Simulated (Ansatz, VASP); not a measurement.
## MgO: VASP beside Ansatz

File INCAR:

```
PREC = Accurate
ENCUT = 520
EDIFF = 1E-6
ISMEAR = 0
SIGMA = 0.05
LREAL = False
LASPH = True
NELM = 60
ALGO = Normal
ISIF = 2
LWAVE = False
LCHARG = True
GGA = PE
LELF = True
LVHAR = True
NBANDS = 16
```

File KPOINTS:

```
regular mesh
0
Gamma
  9 9 6
```

POSCAR

```
MgO
1.0
    3.3152853999      0.0000000000      0.0000000000
   -1.6576427000      2.8711213771      0.0000000000
    0.0000000000      0.0000000000      5.1215474299
Mg O
2 2
Direct
    0.3333333333      0.6666666667      0.0258441501
    0.6666666667      0.3333333333      0.5258441501
    0.3333333333      0.6666666667      0.3982811987
    0.6666666667      0.3333333333      0.8982811987
```

Input for Ansatz:

```yaml
crystal:
  lattice:
    - [3.3152853999, 0.0, 0.0]
    - [-1.6576427, 2.8711213771, 0.0]
    - [0.0, 0.0, 5.1215474299]
  atoms:
    - { symbol: Mg, position: [0.3333333333, 0.6666666667, 0.0258441501] }
    - { symbol: Mg, position: [0.6666666667, 0.3333333333, 0.5258441501] }
    - { symbol: O, position: [0.3333333333, 0.6666666667, 0.3982811987] }
    - { symbol: O, position: [0.6666666667, 0.3333333333, 0.8982811987] }
basis:
  ecutwfc: 520.0
kpoints:
  mp_grid: { grid: [9, 9, 6] }
hamiltonian:
  xc: pbe
  pseudopotentials: { kind: paw, azcp: { folder: soft_1 } }
scf:
  occupations: { method: gaussian, width: 0.05 }
output:
  forces: true
  stress: true
  eigenvalues: true
```

Alike in both runs: task single point; functional PBE; k mesh 9 × 9 × 6; occupations gaussian, width 0.05 eV; no spin polarisation.

|  | VASP | Ansatz |
| --- | --- | --- |
| version | VASP 6.6.1 | Ansatz 0.2.0 |
| potentials or method | VASP PAW PBE potentials, release 64 (Mg, O), cutoff 520 eV | scalar-relativistic, plane waves, PAW |
| valence electrons in the cell | 16 | 32 |

```tsv
	VASP	Ansatz	Ansatz less VASP
gap on the k mesh at the Fermi level (eV)	3.52	3.54	+0.018
least direct gap on the mesh (eV)	3.52	3.54	+0.018
pressure (GPa)	0.7	1.1	+0.43
traceless stress, the component that is largest in VASP (GPa)	7.30	7.17	-0.123
rms of the force components (eV/Å)	0.523	0.517	-0.0059
```

Atom by atom the forces differ by 0.006 eV/Å (rms over components). VASP's potentials hold 16 valence electrons a cell and Ansatz's 32, so a difference there can come from the potentials and not from the codes.
